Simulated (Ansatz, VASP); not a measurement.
In in VASP and in Ansatz

INCAR

```
SYSTEM = In
  PREC = Accurate
  ENCUT = 520
  EDIFF = 1E-6
  ISMEAR = -1
  SIGMA = 0.1
  LREAL = .False.
  LASPH = .True.
  NELM = 100
  ALGO = Normal
  ISIF = 2
  LWAVE = .False.
  LCHARG = .True.
  GGA = RE
  LELF = .True.
  LVHAR = .True.
  NBANDS = 26
```

File KPOINTS:

```
regular mesh
0
Gamma
  8 8 11
  0 0 0
```

The input POSCAR:

```
In
1.0
    5.2921164108      0.0000000000      0.0000000000
   -2.6460582054      4.5831072515      0.0000000000
    0.0000000000      0.0000000000      3.2861305016
In
3
Direct
    0.0000000000      0.0000000000      0.0000000000
    0.3333333333      0.6666666667      0.5000000000
    0.6666666667      0.3333333333      0.5000000000
```

Input for Ansatz:

```yaml
crystal:
  lattice:
    - [5.2921164108, 0.0, 0.0]
    - [-2.6460582054, 4.5831072515, 0.0]
    - [0.0, 0.0, 3.2861305016]
  atoms:
    - { symbol: In, position: [0.0, 0.0, 0.0] }
    - { symbol: In, position: [0.3333333333, 0.6666666667, 0.5] }
    - { symbol: In, position: [0.6666666667, 0.3333333333, 0.5] }
hamiltonian:
  xc: revpbe
  pseudopotentials:
    kind: paw
    azcp:
      In: "pseudopotentials/In.paw.azcp"
basis:
  ecutwfc: 420
  fft_grid_basis: typed
kpoints:
  mp_grid: { grid: [8, 8, 11], shift: [0, 0, 0] }
magnetization:
  spin_polarized: false
scf:
  occupations: { method: fermi_dirac, width: 0.1 }
  lower_state_search: "off"
output:
  stress: true
```

Alike in both runs: task single point; functional revPBE; k mesh 8 × 8 × 11; occupations fermi-dirac, width 0.1 eV; no spin polarisation.

|  | VASP | Ansatz |
| --- | --- | --- |
| version | VASP 6.6.1 | Ansatz 0.2.0 |
| potentials or method | VASP PAW PBE potentials, release 64 (In_d), cutoff 520 eV | plane waves (420 eV) with PAW, scalar-relativistic |
| valence electrons in the cell | 39 | 39 |

```tsv
	VASP	Ansatz	Ansatz less VASP
pressure (GPa)	3.2	3.2	+0.04
traceless stress, the component that is largest in VASP (GPa)	-0.30	-0.29	+0.002
```

VASP's potentials were made for PBE, not for revPBE. With one functional, cell and mesh, what is left measures potentials, basis and numerics.
